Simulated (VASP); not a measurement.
# Lu: single point with LDA

Crystal: Lu.

```
Lu
1.0
     1.71417    1.71417    1.71417
    -1.71417    1.71417    1.71417
    -1.71417   -1.71417    1.71417
Lu
1
Direct
  0.00000 0.00000 0.00000
```

- Program: VASP 6.6.1
- Task: single point
- Functional: LDA
- Potentials or basis: VASP PAW PBE potentials, release 64 (Lu)
- Cutoff: 520 eV
- k mesh: 17 × 17 × 17
- Occupations: fermi-dirac, width 0.1 eV
- Spin: no spin polarisation

```
Pressure : 20.8 GPa
```

Levels at points of the mesh, in eV from the Fermi level:
```tsv
k point	band 10	band 11	band 12	band 13	band 14	band 15	band 16	band 17
(0.00, 0.00, 0.00)	-4.57	-4.57	-4.51	2.41	2.41	2.41	5.64	5.64
```

It took 31 s on 1 thread of AMD EPYC 9R45 96-Core Processor (Zen 5) (shared host), peak memory 0.15 GiB.

Caveat: the PAW data sets were made with another functional, which shifts forces and pressure a little; spin-orbit coupling is left out, which moves the levels of the heavy elements.
